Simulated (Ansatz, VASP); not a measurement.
Two plane-wave programs on ZnCd2Se2S

```
Zn Cd Se S
1.0
     4.61107    0.00000    0.00000
     0.00000    4.61107    0.00000
     0.00000    0.00000    5.91914
Zn Cd Se S
1 2 2 1
Direct
  0.00000 0.00000 0.50000
  0.00000 0.50000 0.00000
  0.50000 0.00000 0.00000
  0.50000 0.50000 0.27880
  0.50000 0.50000 0.72120
  0.00000 0.00000 0.00000
```

Change from the starting cell: species swapped into the PrSi2Mo2C type (P4/mmm, No. 123).

Alike in both runs: task relaxation of cell and atoms; functional PBE; k mesh 4 × 4 × 4; occupations gaussian, width 0.1 eV; no spin polarisation.

```csv
,VASP,Ansatz
version,VASP 6.6.1,Ansatz 0.2.0
potentials or method,"VASP PAW PBE potentials, release 64 (Zn, Cd, Se, S), cutoff 600 eV","scalar-relativistic, plane waves, PAW"
valence electrons in the cell,54,90
```

Ansatz gave:

* gap on the k mesh at the Fermi level, each at its own relaxed structure (eV): none
* relaxed volume (Å³/atom): 25.14
* relaxed cell length with the largest relative difference (Å): 5.193

Question: Which values does VASP return?

Answer: gap on the k mesh at the Fermi level, each at its own relaxed structure (eV): none; relaxed volume (Å³/atom): 25.30; relaxed cell length with the largest relative difference (Å): 5.208.

A gap of «none» marks a metal or a gap that the smearing closes. VASP's potentials hold 54 valence electrons a cell and Ansatz's 90, so a difference there can come from the potentials and not from the codes.

Noted on VASP's run: the volume moved by over 15 % at a fixed basis, so the end points are rough.
